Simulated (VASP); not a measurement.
Input of a VASP 6.6.1 run:

The input POSCAR:

```
ZnO
1.0
    3.2986494504      0.0000000000      0.0000000000
   -1.6493247252      2.8567142222      0.0000000000
    0.0000000000      0.0000000000      5.3136118396
Zn O
2 2
Direct
    0.3333333333      0.6666666667      0.4996921297
    0.6666666667      0.3333333333     -0.0003078703
    0.6666666667      0.3333333333      0.3793178703
    0.3333333333      0.6666666667      0.8793178703
```

Contents of INCAR.step1:

```
PREC = Accurate
ENCUT = 600
ISMEAR = 0
SIGMA = 0.02
LREAL = False
LASPH = True
NELM = 60
GGA = PE
ALGO = Normal
EDIFF = 1E-4
LWAVE = True
LCHARG = False
```

Contents of INCAR.step2:

```
PREC = Accurate
ENCUT = 600
EDIFF = 1E-6
ISMEAR = 0
SIGMA = 0.02
LREAL = False
LASPH = True
NELM = 60
ALGO = Normal
ISIF = 4
LWAVE = False
LCHARG = False
METAGGA = R2SCAN
LMIXTAU = True
IBRION = 2
NSW = 50
EDIFFG = -0.01
ISTART = 1
```

The input KPOINTS:

```
Automatic mesh
0
Gamma
  12 12 6
```

Potentials or basis: VASP PAW PBE potentials, release 64 (Zn, O).

Run with:

```console
$ cat potpaw_PBE.64/Zn/POTCAR potpaw_PBE.64/O/POTCAR > POTCAR
$ cp INCAR.step1 INCAR
$ mpirun -np 1 vasp_std > vasp.out
$ cp INCAR.step2 INCAR
$ mpirun -np 1 vasp_std > vasp.out
```

(1) What does it give for the band gap on the k mesh?

Answers

(1) 1.14 eV.
